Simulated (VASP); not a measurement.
# Ti3Pt5 (R-3m) in VASP: single point with r2SCAN

Aim: the single point of Ti3Pt5 with r2SCAN.

Program: VASP 6.6.1. These are calculated values, not measurements. Logs are shortened: lines on timing, memory, paths and dates and some standing lists are left out, and cuts for length are marked.

## (1) The cell of the first run

Symmetry: R-3m, No. 166, trigonal system. Conventional cell: a = 5.645 Å, b = 5.645 Å, c = 13.347 Å, α = 90.00°, β = 90.00°, γ = 120.00°. Ti (site symmetry 2/m) has 8 Pt at 2.76 to 2.82 Å and 4 Ti at 2.82 Å within 3.6 Å. Within 3.6 Å of Pt (site symmetry 2/m) lie 4 Ti at 2.76 Å and 8 Pt at 2.76 to 2.82 Å. Pt (site symmetry -3m) has 6 Pt at 2.76 Å and 6 Ti at 2.82 Å within 3.6 Å. Within 3.6 Å of Pt (site symmetry -3m) lie 6 Ti at 2.76 Å and 6 Pt at 2.82 Å.

## (2) Single point, r2SCAN

POSCAR

```
Ti3Pt5
1.0
    0.0000000000      3.9918488237      3.9918488237
    3.9918488237      0.0000000000      3.9918488237
    3.8993245369      3.8993245369      0.0925242869
Ti Pt
3 5
Direct
    0.0000000000      0.0000000000      0.0000000000
    0.5000000000      0.0000000000      0.0000000000
    0.5000000000      0.5000000000      0.0000000000
    0.0000000000      0.0000000000      0.5000000000
    0.0000000000      0.5000000000      0.0000000000
    0.0000000000      0.5000000000      0.5000000000
    0.5000000000      0.0000000000      0.5000000000
    0.5000000000      0.5000000000      0.5000000000
```

INCAR.step1

```
PREC = Accurate
ENCUT = 550
ISMEAR = -1
SIGMA = 0.05
LREAL = F
LASPH = T
NELM = 120
NBANDS = 53
GGA = PE
ALGO = Normal
EDIFF = 1E-5
LWAVE = T
LCHARG = F
GGA_COMPAT = F
```

INCAR.step2

```
PREC = Accurate
ENCUT = 550
EDIFF = 1E-6
ISMEAR = -1
SIGMA = 0.05
LREAL = F
LASPH = T
NELM = 120
ALGO = Normal
ISIF = 2
LWAVE = F
LCHARG = F
METAGGA = R2SCAN
LMIXTAU = T
NBANDS = 53
ISTART = 1
GGA_COMPAT = F
```

KPOINTS

```
regular mesh
0
Gamma
  5 5 5
```

Potentials or basis: VASP PAW PBE potentials, release 64 (Ti_sv, Pt).

On the command line:

```bash
$ cat potpaw_PBE.64/Ti_sv/POTCAR potpaw_PBE.64/Pt/POTCAR > POTCAR
$ cp INCAR.step1 INCAR
$ mpirun -np 1 vasp_std > vasp.out
$ cp INCAR.step2 INCAR
$ mpirun -np 1 vasp_std > vasp.out
```

OUTCAR:

```text
PREC = Accurate
   ENCUT = 550
   EDIFF = 1E-6
   ISMEAR = -1
   LREAL = F
   LASPH = T
   NELM = 120
   ISIF = 2
   METAGGA = R2SCAN
   ISTART = 1

 ion  position               nearest neighbor table
   1  0.000  0.000  0.000-   6 2.76   7 2.76   6 2.76   7 2.76   4 2.76   4 2.76   3 2.82   5 2.82
                             5 2.82   2 2.82   3 2.82   2 2.82
   2  0.500  0.000  0.000-   4 2.76   8 2.76   8 2.76   4 2.76   7 2.76   7 2.76   3 2.82   5 2.82
                             1 2.82   1 2.82   3 2.82   5 2.82
   3  0.500  0.500  0.000-   6 2.76   7 2.76   7 2.76   6 2.76   8 2.76   8 2.76   1 2.82   2 2.82
                             2 2.82   1 2.82   5 2.82   5 2.82
   4  0.000  0.000  0.500-   2 2.76   5 2.76   5 2.76   2 2.76   1 2.76   1 2.76   7 2.82   6 2.82
                             8 2.82   6 2.82   7 2.82   8 2.82
   5  0.000  0.500  0.000-   4 2.76   8 2.76   4 2.76   8 2.76   6 2.76   6 2.76   1 2.82   2 2.82
                             1 2.82   2 2.82   3 2.82   3 2.82
   6  0.000  0.500  0.500-   1 2.76   3 2.76   1 2.76   3 2.76   5 2.76   5 2.76   8 2.82   4 2.82
                             7 2.82   4 2.82   7 2.82   8 2.82
   7  0.500  0.000  0.500-   1 2.76   3 2.76   3 2.76   1 2.76   2 2.76   2 2.76   8 2.82   6 2.82
                             8 2.82   4 2.82   4 2.82   6 2.82
   8  0.500  0.500  0.500-   2 2.76   5 2.76   2 2.76   5 2.76   3 2.76   3 2.76   7 2.82   4 2.82
                             7 2.82   4 2.82   6 2.82   6 2.82

  LATTYP: Found a trigonal (rhomboedric) cell.
 ALAT       =     5.5152537957
 COS(alpha) =     0.4761376740

  Lattice vectors:

 A1 = (   3.8993245369,  -0.0925242868,  -3.8993245368)
 A2 = (  -0.0925242868,   3.8993245369,  -3.8993245368)
 A3 = (   3.8993245369,   3.8993245369,   0.0925242869)

Analysis of symmetry for initial positions (statically):
=====================================================================
 Subroutine PRICEL returns:
 Original cell was already a primitive cell.

 Routine SETGRP: Setting up the symmetry group for a
 trigonal (rhombohedral) supercell.

 Subroutine GETGRP returns: Found 12 space group operations
 (whereof  4 operations were pure point group operations)
 out of a pool of 12 trial point group operations.

The static configuration has the point symmetry C_2h.
 The point group associated with its full space group is D_3d.

Analysis of symmetry for dynamics (positions and initial velocities):
=====================================================================
 Subroutine PRICEL returns:
 Original cell was already a primitive cell.

 Routine SETGRP: Setting up the symmetry group for a
 trigonal (rhombohedral) supercell.

 Subroutine GETGRP returns: Found 12 space group operations
 (whereof  4 operations were pure point group operations)
 out of a pool of 12 trial point group operations.

The dynamic configuration has the point symmetry C_2h.
 The point group associated with its full space group is D_3d.

 Subroutine INISYM returns: Found 12 space group operations
 (whereof  4 operations are pure point group operations),
 and found     1 'primitive' translations

----------------------------------------------------------------------------------------

                                     Primitive cell

  volume of cell :     122.7960

  direct lattice vectors                    reciprocal lattice vectors
     0.000000000  3.991848824  3.991848824    -0.126759133  0.123751356  0.126759133
     3.991848824  0.000000000  3.991848824     0.123751356 -0.126759133  0.126759133
     3.899324537  3.899324537  0.092524287     0.129766910  0.129766910 -0.129766910

  length of vectors
     5.645326745  5.645326745  5.515253796     0.217830562  0.217830562  0.224762881

  position of ions in fractional coordinates (direct lattice)
     0.000000000  0.000000000  0.000000000
     0.500000000  0.000000000  0.000000000
     0.500000000  0.500000000  0.000000000
     1.000000000  1.000000000  0.500000000
     0.000000000  0.500000000  0.000000000
     1.000000000  0.500000000  0.500000000
     0.500000000  1.000000000  0.500000000
     0.500000000  0.500000000  0.500000000

  ion indices of the primitive-cell ions
   primitive index   ion index
                 1           1
                 2           2
                 3           3
                 4           4
                 5           5
                 6           6
                 7           7
                 8           8

----------------------------------------------------------------------------------------

 KPOINTS: regular mesh

Automatic generation of k-mesh.
 Grid dimensions read from file:
 generate k-points for:    5    5    5

 Generating k-lattice:

  Cartesian coordinates                     Fractional coordinates (reciprocal lattice)
    -0.025351827  0.024750271  0.025351827     0.200000000  0.000000000 -0.000000000
     0.024750271 -0.025351827  0.025351827     0.000000000  0.200000000 -0.000000000
     0.025953382  0.025953382 -0.025953382     0.000000000  0.000000000  0.200000000

  Length of vectors
     0.043566112  0.043566112  0.044952576

  Shift w.r.t. Gamma in fractional coordinates (k-lattice)
     0.000000000  0.000000000  0.000000000

 Subroutine IBZKPT returns following result:
 ===========================================

 Found     19 irreducible k-points:

 Following reciprocal coordinates:
            Coordinates               Weight
  0.000000  0.000000  0.000000      1.000000
  0.200000  0.000000  0.000000      6.000000
  0.400000  0.000000 -0.000000      6.000000
  0.200000  0.200000 -0.000000      6.000000
  0.400000  0.200000 -0.000000     12.000000
 -0.400000  0.200000  0.000000     12.000000
[... 11 lines left out ...]
  0.000000  0.000000  0.400000      2.000000
 -0.200000  0.000000  0.400000      6.000000
   k-points           NKPTS =     19   k-points in BZ     NKDIM =     19   number of bands    NBANDS=     53
   number of dos      NEDOS =    301   number of ions     NIONS =      8
   total plane-waves  NPLWV =  96768
   dimension x,y,z NGX =    48 NGY =   48 NGZ =   42
   dimension x,y,z NGXF=    96 NGYF=   96 NGZF=   84
   ions per type =               3   5
   NGX,Y,Z   is equivalent  to a cutoff of  14.14, 14.14, 12.66 a.u.
   NGXF,Y,Z  is equivalent  to a cutoff of  28.27, 28.27, 25.32 a.u.
 SYSTEM =  unknown system
   PREC   = accura    normal or accurate (medium, high low for compatibility)
   ISTART =      1    job   : 0-new  1-cont  2-samecut
   ICHARG =      0    charge: 1-file 2-atom 10-const
   ISPIN  =      1    spin polarized calculation?
   LNONCOLLINEAR =      F non collinear calculations
   LSORBIT =      F    spin-orbit coupling
   LASPH  =      T    aspherical Exc in radial PAW
   ENCUT  =  550.0 eV  40.42 Ry    6.36 a.u.  10.80 10.80 10.55*2*pi/ulx,y,z
   NELM   =    120;   NELMIN=  2; NELMDL=  0     # of ELM steps
   EDIFF  = 0.1E-05   stopping-criterion for ELM
   LREAL  =      F    real-space projection
   EDIFFG = 0.1E-04   stopping-criterion for IOM
   NSW    =      0    number of steps for IOM
   IBRION =     -1    ionic relax: 0-MD 1-quasi-New 2-CG
   NFREE  =      0    steps in history (QN), initial steepest desc. (CG)
   ISIF   =      2    stress and relaxation
   ISYM   =      2    0-nonsym 1-usesym 2-fastsym
   POTIM  = 0.5000    time-step for ionic-motion
   TEBEG  =    0.0;   TEEND  =   0.0 temperature during run
   PSTRESS=    0.0 pullay stress
   NELECT =      86.0000    total number of electrons
   NUPDOWN=      -1.0000    fix difference up-down
   EMIN   =  10.00;   EMAX   =-10.00  energy-range for DOS
   EFERMI =   0.00;   METHOD = LEGACY
   ISMEAR =    -1;   SIGMA  =   0.05  broadening in eV -4-tet -1-fermi 0-gaus
   EFERMI_NEDOS =   21; number of points for ismear=-14 and -15
   IALGO  =     38    algorithm
   IMIX   =      4    mixing-type and parameters
     AMIX     =   0.40;   BMIX     =  1.00
     AMIX_MAG =   1.60;   BMIX_MAG =  1.00
  volume/ion in A,a.u.               =      15.35       103.58
  Fermi-wavevector in a.u.,A,eV,Ry     =   1.453828  2.747336 28.757474  2.113615
  Thomas-Fermi vector in A             =   2.571049
   LORBIT       =      0    0 simple, 1 ext, 2 COOP (PROOUT), +10 PAW based schemes
   METAGGA = R2SCAN    functional components
   LHFCALC =     F    Hartree Fock is set to
   AEXX    =    0.0000 exact exchange contribution
   IVDW    =     0    specifies the selected vdW correction
   LEPSILON=     F    determine dielectric tensor
   LRPA    =     F    only Hartree local field effects (RPA)
 non-spin polarized calculation
  energy-cutoff  :      550.00
  volume of cell :      122.80
 maximum number of plane-waves:      3623
 NGX is ok and might be reduce to    48
   NGX = 21   NGY = 21   NGZ = 21

 number of electron      85.9999995 magnetization

 Free energy of the ion-electron system (eV)
  ---------------------------------------------------
  ext. energy  EPLUGINS =         0.00000000
  ---------------------------------------------------
  free energy    TOTEN  =      -301.93990575 eV

  energy without entropy =     -301.87697907  energy(sigma->0) =     -301.90844241

 E-fermi :  10.7992     XC(G=0): -13.9971

 val. band max:       10.7749407397   @ k =  -0.2000  -0.4000   0.2000
 cond. band min:      10.8101575284   @ k =  -0.4000   0.4000   0.0000
 fundamental gap:      0.0352167887
 Fermi energy:        10.7992153858

 k-point     1 :       0.0000    0.0000    0.0000
  band No.  band energies     occupation
      1     -48.8342      2.00000
      2     -48.7454      2.00000
      3     -48.7454      2.00000
      4     -24.2139      2.00000
      5     -24.1901      2.00000
      6     -24.1901      2.00000
[... 45 lines left out ...]
     52      12.9893      0.00000
     53      13.4505      0.00000

 k-point     2 :       0.2000    0.0000    0.0000
  band No.  band energies     occupation
      1     -48.8266      2.00000
      2     -48.7527      2.00000
      3     -48.7452      2.00000
      4     -24.1966      2.00000
      5     -24.1626      2.00000
      6     -24.1582      2.00000
[... 944 lines left out ...]
 k-point    19 :      -0.2000    0.0000    0.4000
  band No.  band energies     occupation
      1     -48.8255      2.00000
      2     -48.7523      2.00000
      3     -48.7448      2.00000
      4     -24.2019      2.00000
      5     -24.1670      2.00000
      6     -24.1637      2.00000
[... 45 lines left out ...]
     52      12.8924      0.00000
     53      12.9593      0.00000

------------------------ aborting loop because EDIFF is reached ----------------------------------------

  FORCE on cell =-STRESS in cart. coord.  units (eV):
  Direction    XX          YY          ZZ          XY          YZ          ZX
  --------------------------------------------------------------------------------------
  -------------------------------------------------------------------------------------
  Total        0.5041956      0.5041956      0.5041956      0.0003080     -0.0003080     -0.0003080
  in kB        6.5784782      6.5784782      6.5784782      0.0040188     -0.0040188     -0.0040188
  external PRESSURE =       6.5784782 kB  Pullay stress =       0.0000000 kB

 VOLUME and BASIS-vectors are now :
 -----------------------------------------------------------------------------
  energy-cutoff  :      550.00
  volume of cell :      122.80
      direct lattice vectors                 reciprocal lattice vectors
     0.000000000  3.991848824  3.991848824    -0.126759133  0.123751356  0.126759133
     3.991848824  0.000000000  3.991848824     0.123751356 -0.126759133  0.126759133
     3.899324537  3.899324537  0.092524287     0.129766910  0.129766910 -0.129766910

 POSITION                                       TOTAL-FORCE (eV/Angst)
 -----------------------------------------------------------------------------------
      0.00000      0.00000      0.00000        -0.000000      0.000000      0.000000
      0.00000      1.99592      1.99592        -0.000000      0.000000      0.000000
      1.99592      1.99592      3.99185        -0.000000      0.000000     -0.000000
      1.94966      1.94966      0.04626        -0.000000      0.000000     -0.000000
      1.99592      0.00000      1.99592        -0.000000      0.000000     -0.000000
      3.94559      1.94966      2.04219        -0.000000      0.000000      0.000000
      1.94966      3.94559      2.04219         0.000000     -0.000000     -0.000000
      3.94559      3.94559      4.03811        -0.000000      0.000000     -0.000000
 -----------------------------------------------------------------------------------
    total drift:                                0.000000      0.000000      0.000000

  FREE ENERGIE OF THE ION-ELECTRON SYSTEM (eV)
  ---------------------------------------------------
  free  energy   TOTEN  =      -301.9399057484 eV

  energy  without entropy=     -301.8769790750  energy(sigma->0) =     -301.90844241
```

Run time: 11 min. Hardware: 1 thread of Intel Xeon Platinum 8488C (Sapphire Rapids), shared host; peak memory 0.38 GiB.

Results:

```yaml
Free_energy: -301.9399 eV
Pressure: 0.7 GPa
Band_gap_on_the_k_mesh: zero (bands 43 and 44 overlap by 0.68 eV)
```

Caveat: the PAW data sets were made with another functional, which shifts forces and pressure a little; spin-orbit coupling is left out, which moves the levels of the heavy elements.
